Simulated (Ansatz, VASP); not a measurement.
# Two plane-wave programs on Os

File INCAR:

```
PREC = Accurate
ENCUT = 520
EDIFF = 1E-6
ISMEAR = 0
SIGMA = 0.15
LREAL = False
LASPH = True
NELM = 60
ALGO = Fast
ISIF = 2
LWAVE = False
LCHARG = True
GGA = PS
LELF = True
LVHAR = True
NBANDS = 15
```

The input KPOINTS:

```
regular mesh
0
Gamma
  18 18 12
```

POSCAR

```
Os
1.0
    2.7340999755      0.0000000000      0.0000000000
   -1.3670499878      2.3678000353      0.0000000000
    0.0000000000      0.0000000000      4.3197000000
Os
2
Direct
    0.5780987219      0.8458473671      0.2500000000
    0.6666666667      0.3333333333      0.7500000000
```

Input for Ansatz:

```yaml
crystal:
  lattice:
    - [2.7340999755, 0.0, 0.0]
    - [-1.3670499878, 2.3678000353, 0.0]
    - [0.0, 0.0, 4.3197]
  atoms:
    - { symbol: Os, position: [0.5780987219, 0.8458473671, 0.25] }
    - { symbol: Os, position: [0.6666666667, 0.3333333333, 0.75] }
basis:
  ecutwfc: 420
kpoints:
  mp_grid: { grid: [18, 18, 12] }
hamiltonian:
  xc: pbesol
scf:
  occupations: { method: gaussian, width: 0.15 }
output:
  forces: true
  stress: true
  eigenvalues: true
```

Alike in both runs: task single point; functional PBEsol; k mesh 18 × 18 × 12; occupations gaussian, width 0.15 eV; no spin polarisation.

```csv
,VASP,Ansatz
version,VASP 6.6.1,Ansatz 0.2.0
potentials or method,"VASP PAW PBE potentials, release 64 (Os), cutoff 520 eV","scalar-relativistic, plane waves, PAW"
valence electrons in the cell,16,32
```

|  | VASP | Ansatz | Ansatz less VASP |
| --- | --- | --- | --- |
| gap on the k mesh at the Fermi level (eV) | none | none | - |
| pressure (GPa) | 14.6 | 13.7 | -0.89 |
| traceless stress, the component that is largest in VASP (GPa) | 24.06 | 24.23 | +0.168 |
| rms of the force components (eV/Å) | 1.674 | 1.676 | +0.0021 |

VASP's potentials were made for PBE, not for PBEsol. Atom by atom the forces differ by 0.013 eV/Å (rms over components). A gap of «none» marks a metal or a gap that the smearing closes. VASP's potentials hold 16 valence electrons a cell and Ansatz's 32, so a difference there can come from the potentials and not from the codes.

Neither program's run includes spin-orbit coupling.
